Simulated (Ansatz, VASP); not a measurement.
## One calculation of Pt, two programs

```
Pt
1.0
     2.47330    0.00000    0.00000
     0.00000    2.47330    0.00000
     0.00000    0.00000    2.47490
Pt
1
Cartesian
  1.2366 1.2366 1.2375
```

Alike in both runs: task relaxation of cell and atoms; functional PBE; k mesh 8 × 8 × 8; occupations gaussian, width 0.1 eV; no spin polarisation.

|  | VASP | Ansatz |
| --- | --- | --- |
| version | VASP 6.6.1 | Ansatz 0.2.0 |
| potentials or method | VASP PAW PBE potentials, release 64 (Pt), cutoff 600 eV | scalar-relativistic, plane waves, PAW |
| valence electrons in the cell | 10 | 18 |

```tsv
	VASP	Ansatz	Ansatz less VASP
gap on the k mesh at the Fermi level, each at its own relaxed structure (eV)	none	none	-
relaxed volume (Å³/atom)	18.08	18.11	+0.036
relaxed length of the cell vector where the two differ most in proportion (Å)	2.624	2.626	+0.0018
```

A gap of «none» marks a metal or a gap that the smearing closes. VASP's potentials hold 10 valence electrons a cell and Ansatz's 18, so a difference there can come from the potentials and not from the codes.

Spin-orbit coupling is off throughout. Noted on VASP's run: the volume moved by over 15 % at a fixed basis, so the end points are rough.
